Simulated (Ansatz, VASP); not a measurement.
## Nb3H: VASP beside Ansatz

The input INCAR:

```
SYSTEM = Nb3H
PREC     = Accurate       ! precision mode
ENCUT    = 520            ! plane-wave cutoff, eV
EDIFF    = 1E-6           ! SCF threshold, eV
ISMEAR   = 0              ! smearing method
SIGMA    = 0.1            ! smearing width, eV
LREAL    = .FALSE.        ! projectors in reciprocal space
LASPH    = .TRUE.         ! aspherical terms in the spheres
NELM     = 150            ! most SCF steps
ALGO     = Normal         ! electronic algorithm
ISIF     = 2              ! what is computed and relaxed
LWAVE    = .FALSE.        ! write WAVECAR
LCHARG   = .FALSE.        ! write CHGCAR
ISPIN    = 2              ! spin polarisation
MAGMOM   = 0 0 0 1        ! initial moments
LORBIT   = 11             ! projections on sites
LMAXMIX  = 4              ! l up to which the mixer works
LDIPOL   = .TRUE.       
IDIPOL   = 3            
DIPOL    = 0.5 0.5 0.342
GGA      = CA             ! functional
NBANDS   = 32             ! bands
```

The input KPOINTS:

```
regular mesh
0
G
  9 9 1
  0 0 0
```

The input POSCAR:

```
Nb3H
1.0
    2.9270177637      0.0000000000      0.0000000000
    0.0000000000      2.9270177637      0.0000000000
    0.0000000000      0.0000000000     21.1957939222
Nb H
3 1
Direct
    0.5000000000      0.5000000000      0.1887166867
    0.0000000000      0.0000000000      0.2876907936
    0.5000000000      0.5000000000      0.3866707684
    0.5000000000      0.8333333333      0.5050904892
```

Input for Ansatz:

```yaml
crystal:
  lattice:
    - [2.9270177637, 0.0, 0.0]
    - [0.0, 2.9270177637, 0.0]
    - [0.0, 0.0, 21.1957939222]
  atoms:
    - { symbol: Nb, position: [0.5, 0.5, 0.1887166867] }
    - { symbol: Nb, position: [0.0, 0.0, 0.2876907936] }
    - { symbol: Nb, position: [0.5, 0.5, 0.3866707684] }
    - { symbol: H, position: [0.5, 0.8333333333, 0.5050904892], spin: 1.0 }
basis:
  ecutwfc: 420
kpoints:
  mp_grid: { grid: [9, 9, 1] }
hamiltonian:
  xc: lda
scf:
  occupations: { method: gaussian, width: 0.1 }
output:
  forces: true
  eigenvalues: true
  populations: true
magnetization:
  spin_polarized: true
efield:
  axis: 3
  dipole_correction: true
  ramp_width: 0.04
```

Alike in both runs: task single point; functional LDA; k mesh 9 × 9 × 1; occupations gaussian, width 0.1 eV; collinear spin.

|  | VASP | Ansatz |
| --- | --- | --- |
| version | VASP 6.6.1 | Ansatz 0.2.0 |
| potentials or method | VASP PAW LDA potentials, release 64 (Nb_sv, H), cutoff 520 eV | scalar-relativistic, plane waves, PAW |
| valence electrons in the cell | 40 | 40 |

VASP gave:

- gap on the k mesh at the Fermi level (eV): none
- rms of the force components (eV/Å): 0.800
- net moment per atom (μB): 0.00

Task: Estimate Ansatz's values.

Result: gap on the k mesh at the Fermi level (eV): none; rms of the force components (eV/Å): 0.799; net moment per atom (μB): 0.00.

LDA's correlation is that of Perdew and Zunger in VASP and of Perdew and Wang (1992) in Ansatz. Atom by atom the forces differ by 0.001 eV/Å (rms over components). A gap of «none» marks a metal or a gap that the smearing closes. Ansatz's warnings: seeded moment not kept.
